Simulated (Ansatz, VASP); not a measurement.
# One calculation of CsH, two programs

POSCAR

```
CsH
1.0
    0.0000000000      3.1880000000      3.1880000000
    3.1880000000      0.0000000000      3.1880000000
    3.1880000000      3.1880000000      0.0000000000
Cs H
1 1
Direct
    0.0078419072      0.0078419072     -0.0078419072
    0.5000000000      0.5000000000      0.5000000000
```

INCAR.step1

```
ALGO     = Normal         # electronic algorithm
EDIFF    = 1E-4           # SCF threshold, eV
ENCUT    = 520            # plane-wave cutoff, eV
GGA      = PE             # functional
ISMEAR   = 0              # smearing method
LASPH    = True           # aspherical terms in the spheres
LCHARG   = False          # write CHGCAR
LREAL    = False          # projectors in reciprocal space
LWAVE    = True           # write WAVECAR
NBANDS   = 12             # bands
NELM     = 80             # most SCF steps
PREC     = Accurate       # precision mode
SIGMA    = 0.05           # smearing width, eV
```

File INCAR.step2:

```
ALGO     = Normal         # electronic algorithm
EDIFF    = 1E-7           # SCF threshold, eV
ENCUT    = 520            # plane-wave cutoff, eV
ISIF     = 2              # what is computed and relaxed
ISMEAR   = 0              # smearing method
ISTART   = 1            
LASPH    = True           # aspherical terms in the spheres
LCHARG   = True           # write CHGCAR
LELF     = True           # ELF
LMIXTAU  = True         
LREAL    = False          # projectors in reciprocal space
LVHAR    = True         
LWAVE    = False          # write WAVECAR
METAGGA  = R2SCAN         # meta-GGA
NBANDS   = 12             # bands
NELM     = 80             # most SCF steps
PREC     = Accurate       # precision mode
SIGMA    = 0.05           # smearing width, eV
```

Contents of KPOINTS:

```
k-points
0
Gamma
  6 6 6
```

Input for Ansatz:

```yaml
crystal:
  lattice:
    - [0.0, 3.188, 3.188]
    - [3.188, 0.0, 3.188]
    - [3.188, 3.188, 0.0]
  atoms:
    - { symbol: Cs, position: [0.0078419072, 0.0078419072, -0.0078419072] }
    - { symbol: H, position: [0.5, 0.5, 0.5] }
basis:
  ecutwfc: 500
kpoints:
  mp_grid: { grid: [6, 6, 6] }
hamiltonian:
  xc: r2scan
scf:
  occupations: { method: gaussian, width: 0.05 }
output:
  forces: true
  stress: true
  eigenvalues: true
```

Change from the starting cell: all Cs atoms moved +0.050 Å, as atom 1 along Cartesian [0 0 1].

Alike in both runs: task single point; functional r2SCAN; k mesh 6 × 6 × 6; occupations gaussian, width 0.05 eV; no spin polarisation.

```csv
,VASP,Ansatz
version,VASP 6.6.1,Ansatz 0.2.0
potentials or method,"VASP PAW PBE potentials, release 64 (Cs_sv, H), cutoff 520 eV","scalar-relativistic, plane waves, PAW"
valence electrons in the cell,10,10
```

```tsv
	VASP	Ansatz	Ansatz less VASP
gap on the k mesh at the Fermi level (eV)	2.67	2.68	+0.017
least direct gap on the mesh (eV)	2.67	2.68	+0.017
pressure (GPa)	0.0	0.0	-0.03
rms of the force components (eV/Å)	0.018	0.017	-0.0003
```

VASP's potentials were made for PBE, not for r2SCAN. Atom by atom the forces differ by 0.000 eV/Å (rms over components).

Spin-orbit coupling is off throughout.
